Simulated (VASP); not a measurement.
# Ti (Fm-3m) in VASP: notebook

The runs below take Ti through single point, with LDA.

Everything below comes from runs of VASP 6.6.1. Logs are shortened: lines on timing, memory, paths and dates and some standing lists are left out, and cuts for length are marked.

## Step 1: The cell of the first run

The structure is cubic, space group Fm-3m (No. 225). The conventional cell has a = 4.006 Å, b = 4.006 Å, c = 4.006 Å, α = 90.00°, β = 90.00°, γ = 90.00°. Within 3.7 Å of Ti (site symmetry m-3m) lie 12 Ti at 2.83 Å.

## Step 2: Single point, LDA

INCAR reads:

```
SYSTEM = Ti
ALGO     = Normal         ! electronic algorithm
EDIFF    = 1E-6           ! SCF threshold, eV
ENCUT    = 500            ! plane-wave cutoff, eV
GGA      = CA             ! functional
GGA_COMPAT= .FALSE.      
ISIF     = 2              ! what is computed and relaxed
ISMEAR   = 1              ! smearing method
LASPH    = .TRUE.         ! aspherical terms in the spheres
LCHARG   = .FALSE.        ! write CHGCAR
LREAL    = .FALSE.        ! projectors in reciprocal space
LWAVE    = .FALSE.        ! write WAVECAR
NBANDS   = 12             ! bands
NELM     = 120            ! most SCF steps
PREC     = Accurate       ! precision mode
SIGMA    = 0.1            ! smearing width, eV
```

KPOINTS reads:

```
k-points
0
G
  9 9 9
  0 0 0
```

POSCAR reads:

```
Ti
1.0
    2.8325833550      0.0000000000      0.0000000000
    1.4162916775      2.4530891438      0.0000000000
    1.4162916775      0.8176963813      2.3127946246
Ti
1
Direct
    0.0000000000      0.0000000000      0.0000000000
```

Potentials or basis: VASP PAW LDA potentials, release 64 (Ti_sv).

Started as:

```bash
$ cat potpaw_LDA.64/Ti_sv/POTCAR > POTCAR
$ mpirun -np 1 vasp_std > vasp.out
```

OUTCAR:

```text
SYSTEM = Ti
   EDIFF = 1E-6
   ENCUT = 500
   GGA = CA
   ISIF = 2
   ISMEAR = 1
   LASPH = .TRUE.
   LREAL = .FALSE.
   NELM = 120
   PREC = Accurate

 ion  position               nearest neighbor table
   1  0.000  0.000  0.000-

  LATTYP: Found a face centered cubic cell.
 ALAT       =     4.0058777972

  Lattice vectors:

 A1 = (   2.8325833550,   0.0000000000,   0.0000000000)
 A2 = (   1.4162916775,   2.4530891438,   0.0000000000)
 A3 = (   1.4162916775,   0.8176963813,   2.3127946246)

Analysis of symmetry for initial positions (statically):
=====================================================================
 Subroutine PRICEL returns:
 Original cell was already a primitive cell.

 Routine SETGRP: Setting up the symmetry group for a
 face centered cubic supercell.

 Subroutine GETGRP returns: Found 48 space group operations
 (whereof 48 operations were pure point group operations)
 out of a pool of 48 trial point group operations.

The static configuration has the point symmetry O_h .

Analysis of symmetry for dynamics (positions and initial velocities):
=====================================================================
 Subroutine PRICEL returns:
 Original cell was already a primitive cell.

 Routine SETGRP: Setting up the symmetry group for a
 face centered cubic supercell.

 Subroutine GETGRP returns: Found 48 space group operations
 (whereof 48 operations were pure point group operations)
 out of a pool of 48 trial point group operations.

The dynamic configuration has the point symmetry O_h .

 Subroutine INISYM returns: Found 48 space group operations
 (whereof 48 operations are pure point group operations),
 and found     1 'primitive' translations

----------------------------------------------------------------------------------------

                                     Primitive cell

  volume of cell :      16.0706

  direct lattice vectors                    reciprocal lattice vectors
     2.832583355  0.000000000  0.000000000     0.353034624 -0.203824635 -0.144125782
     1.416291678  2.453089144  0.000000000     0.000000000  0.407649271 -0.144125782
     1.416291678  0.817696381  2.312794625     0.000000000  0.000000000  0.432377345

  length of vectors
     2.832583355  2.832583355  2.832583355     0.432377345  0.432377345  0.432377345

  position of ions in fractional coordinates (direct lattice)
     0.000000000  0.000000000  0.000000000

  ion indices of the primitive-cell ions
   primitive index   ion index
                 1           1

----------------------------------------------------------------------------------------

 KPOINTS: k-points

Automatic generation of k-mesh.
 Grid dimensions read from file:
 generate k-points for:    9    9    9

 Generating k-lattice:

  Cartesian coordinates                     Fractional coordinates (reciprocal lattice)
     0.039226069 -0.022647182 -0.016013976     0.111111111 -0.000000000 -0.000000000
     0.000000000  0.045294363 -0.016013976     0.000000000  0.111111111  0.000000000
     0.000000000  0.000000000  0.048041927     0.000000000  0.000000000  0.111111111

  Length of vectors
     0.048041927  0.048041927  0.048041927

  Shift w.r.t. Gamma in fractional coordinates (k-lattice)
     0.000000000  0.000000000  0.000000000

 Subroutine IBZKPT returns following result:
 ===========================================

 Found     35 irreducible k-points:

 Following reciprocal coordinates:
            Coordinates               Weight
  0.000000  0.000000  0.000000      1.000000
  0.111111  0.000000  0.000000      8.000000
  0.222222 -0.000000 -0.000000      8.000000
  0.333333  0.000000  0.000000      8.000000
  0.444444 -0.000000 -0.000000      8.000000
  0.111111  0.111111 -0.000000      6.000000
[... 16 lines left out ...]
 -0.333333  0.333333 -0.000000     12.000000
  0.444444  0.444444  0.000000      6.000000
 [... further k-points ...]
   k-points           NKPTS =     35   k-points in BZ     NKDIM =     35   number of bands    NBANDS=     12
   number of dos      NEDOS =    301   number of ions     NIONS =      1
   total plane-waves  NPLWV =  13824
   dimension x,y,z NGX =    24 NGY =   24 NGZ =   24
   dimension x,y,z NGXF=    48 NGYF=   48 NGZF=   48
   ions per type =               1
   NGX,Y,Z   is equivalent  to a cutoff of  14.09, 14.09, 14.09 a.u.
   NGXF,Y,Z  is equivalent  to a cutoff of  28.17, 28.17, 28.17 a.u.
 SYSTEM =  Ti
   PREC   = accura    normal or accurate (medium, high low for compatibility)
   ISTART =      0    job   : 0-new  1-cont  2-samecut
   ICHARG =      2    charge: 1-file 2-atom 10-const
   ISPIN  =      1    spin polarized calculation?
   LNONCOLLINEAR =      F non collinear calculations
   LSORBIT =      F    spin-orbit coupling
   LASPH  =      T    aspherical Exc in radial PAW
   ENCUT  =  500.0 eV  36.75 Ry    6.06 a.u.   5.16  5.16  5.16*2*pi/ulx,y,z
   NELM   =    120;   NELMIN=  2; NELMDL= -5     # of ELM steps
   EDIFF  = 0.1E-05   stopping-criterion for ELM
   LREAL  =      F    real-space projection
   EDIFFG = 0.1E-04   stopping-criterion for IOM
   NSW    =      0    number of steps for IOM
   IBRION =     -1    ionic relax: 0-MD 1-quasi-New 2-CG
   NFREE  =      0    steps in history (QN), initial steepest desc. (CG)
   ISIF   =      2    stress and relaxation
   ISYM   =      2    0-nonsym 1-usesym 2-fastsym
   POTIM  = 0.5000    time-step for ionic-motion
   TEBEG  =    0.0;   TEEND  =   0.0 temperature during run
   PSTRESS=    0.0 pullay stress
   NELECT =      12.0000    total number of electrons
   NUPDOWN=      -1.0000    fix difference up-down
   EMIN   =  10.00;   EMAX   =-10.00  energy-range for DOS
   EFERMI =   0.00;   METHOD = LEGACY
   ISMEAR =     1;   SIGMA  =   0.10  broadening in eV -4-tet -1-fermi 0-gaus
   EFERMI_NEDOS =   21; number of points for ismear=-14 and -15
   IALGO  =     38    algorithm
   IMIX   =      4    mixing-type and parameters
     AMIX     =   0.40;   BMIX     =  1.00
     AMIX_MAG =   1.60;   BMIX_MAG =  1.00
  volume/ion in A,a.u.               =      16.07       108.45
  Fermi-wavevector in a.u.,A,eV,Ry     =   1.485220  2.806659 30.012811  2.205879
  Thomas-Fermi vector in A             =   2.598659
   LORBIT       =      0    0 simple, 1 ext, 2 COOP (PROOUT), +10 PAW based schemes
   GGA     = CA    functional components
   LHFCALC =     F    Hartree Fock is set to
   AEXX    =    0.0000 exact exchange contribution
   IVDW    =     0    specifies the selected vdW correction
   LEPSILON=     F    determine dielectric tensor
   LRPA    =     F    only Hartree local field effects (RPA)
 non-spin polarized calculation
 Methfessel and Paxton  Order N= 1 SIGMA  =   0.10
  energy-cutoff  :      500.00
  volume of cell :       16.07
 maximum number of plane-waves:       419
 NGX is ok and might be reduce to    24
   NGX = 11   NGY = 11   NGZ = 11

 number of electron      11.9999999 magnetization

 Free energy of the ion-electron system (eV)
  ---------------------------------------------------
  ext. energy  EPLUGINS =         0.00000000
  ---------------------------------------------------
  free energy    TOTEN  =        -8.49178568 eV

  energy without entropy =       -8.48862511  energy(sigma->0) =       -8.49073216

 E-fermi :   8.8451     XC(G=0): -12.1621

 val. band max:        8.8415976004   @ k =  -0.3333   0.3333   0.1111
 cond. band min:       8.8508318065   @ k =  -0.3333   0.2222  -0.0000
 fundamental gap:      0.0092342061
 Fermi energy:         8.8450716107

 k-point     1 :       0.0000    0.0000    0.0000
  band No.  band energies     occupation
      1     -47.0758      2.00000
      2     -23.1987      2.00000
      3     -23.1987      2.00000
      4     -23.1987      2.00000
      5       2.6467      2.00000
      6       9.7157     -0.00000
      7       9.7157     -0.00000
      8       9.7157     -0.00000
      9      11.5016      0.00000
     10      11.5016      0.00000
     11      24.6118      0.00000
     12      29.3884      0.00000

 k-point     2 :       0.1111    0.0000    0.0000
  band No.  band energies     occupation
      1     -47.0554      2.00000
      2     -23.3065      2.00000
      3     -23.2119      2.00000
      4     -23.2119      2.00000
      5       3.0708      2.00000
      6       9.4622     -0.00000
      7       9.8617     -0.00000
      8       9.8617     -0.00000
      9      11.4137      0.00000
     10      11.4137      0.00000
     11      24.9486      0.00000
     12      27.0529      0.00000

 k-point     3 :       0.2222   -0.0000   -0.0000
  band No.  band energies     occupation
      1     -47.0035      2.00000
      2     -23.5742      2.00000
      3     -23.2452      2.00000
      4     -23.2452      2.00000
      5       4.1950      2.00000
      6       8.9746     -0.06952
      7      10.0141     -0.00000
      8      10.0141     -0.00000
      9      11.4813      0.00000
     10      11.4813      0.00000
     11      23.4230      0.00000
     12      25.6274      0.00000

 k-point     4 :       0.3333    0.0000    0.0000
  band No.  band energies     occupation
      1     -46.9439      2.00000
      2     -23.8702      2.00000
      3     -23.2827      2.00000
      4     -23.2827      2.00000
      5       5.4573      2.00000
      6       8.8989      0.21943
      7       9.8127     -0.00000
      8       9.8127     -0.00000
      9      12.0732      0.00000
     10      12.0732      0.00000
     11      20.4424      0.00000
     12      24.7792      0.00000

 k-point     5 :       0.4444   -0.0000   -0.0000
  band No.  band energies     occupation
      1     -46.9045      2.00000
      2     -24.0589      2.00000
      3     -23.3070      2.00000
      4     -23.3070      2.00000
      5       6.0205      2.00000
      6       9.5980     -0.00000
      7       9.5980     -0.00000
      8       9.5991     -0.00000
      9      12.6399      0.00000
     10      12.6399      0.00000
     11      18.2122      0.00000
     12      23.9837      0.00000
[... 228 lines left out ...]
      1     -46.8680      2.00000
      2     -23.9247      2.00000
      3     -23.5052      2.00000
      4     -23.4593      2.00000
      5       6.2536      2.00000
      6       7.2796      2.00000
      7      10.2458     -0.00000
      8      11.8995      0.00000
      9      12.8129      0.00000
     10      13.2374      0.00000
     11      21.1070      0.00000
     12      22.1656      0.00000

 k-point    22 :      -0.4444    0.3333    0.0000
  band No.  band energies     occupation
      1     -46.8502      2.00000
      2     -23.9150      2.00000
      3     -23.6389      2.00000
      4     -23.4468      2.00000
      5       6.7545      2.00000
      6       7.4447      2.00000
      7       9.7482     -0.00000
      8      11.5769      0.00000
      9      12.7592      0.00000
     10      15.5681      0.00000
     11      18.2634      0.00000
     12      20.9004      0.00000

 k-point    23 :      -0.3333    0.3333   -0.0000
  band No.  band energies     occupation
      1     -46.8559      2.00000
      2     -23.7913      2.00000
      3     -23.7823      2.00000
      4     -23.3990      2.00000
      5       7.4660      2.00000
      6       7.6399      2.00000
      7       9.0368     -0.02070
      8      11.1238      0.00000
      9      12.2396      0.00000
     10      16.0021      0.00000
     11      18.2117      0.00000
     12      20.3028      0.00000

 k-point    24 :       0.4444    0.4444    0.0000
  band No.  band energies     occupation
      1     -46.8491      2.00000
      2     -23.9994      2.00000
      3     -23.4976      2.00000
      4     -23.4976      2.00000
      5       5.9973      2.00000
      6       6.9468      2.00000
      7      11.7475      0.00000
      8      12.6573      0.00000
      9      12.8820      0.00000
     10      12.8820      0.00000
     11      20.8609      0.00000
     12      21.6579      0.00000

 [... further k-points ...]
[... 5 lines left out ...]
  --------------------------------------------------------------------------------------
  -------------------------------------------------------------------------------------
  Total       -0.0230621     -0.0230621     -0.0230621     -0.0000000     -0.0000000      0.0000000
  in kB       -2.2991932     -2.2991932     -2.2991932     -0.0000000     -0.0000000      0.0000000
  external PRESSURE =      -2.2991932 kB  Pullay stress =       0.0000000 kB

 VOLUME and BASIS-vectors are now :
 -----------------------------------------------------------------------------
  energy-cutoff  :      500.00
  volume of cell :       16.07
      direct lattice vectors                 reciprocal lattice vectors
     2.832583355  0.000000000  0.000000000     0.353034624 -0.203824635 -0.144125782
     1.416291678  2.453089144  0.000000000     0.000000000  0.407649271 -0.144125782
     1.416291678  0.817696381  2.312794625     0.000000000  0.000000000  0.432377345

 POSITION                                       TOTAL-FORCE (eV/Angst)
 -----------------------------------------------------------------------------------
      0.00000      0.00000      0.00000        -0.000000      0.000000      0.000000
 -----------------------------------------------------------------------------------
    total drift:                                0.000000     -0.000000      0.000000

  FREE ENERGIE OF THE ION-ELECTRON SYSTEM (eV)
  ---------------------------------------------------
  free  energy   TOTEN  =        -8.4917856831 eV

  energy  without entropy=       -8.4886251126  energy(sigma->0) =       -8.49073216
```

Run time: 20 s. Hardware: 1 thread of AMD EPYC 7R13, shared host; peak memory 0.1 GiB.

What came out:

```yaml
Free_energy: -8.4918 eV
Pressure: -0.2 GPa
Band_gap_on_the_k_mesh: zero (band 6 reaches 9.72 eV, above the bottom of band 7 at 8.33 eV)
```

(Part 1 of 2 ends here.)
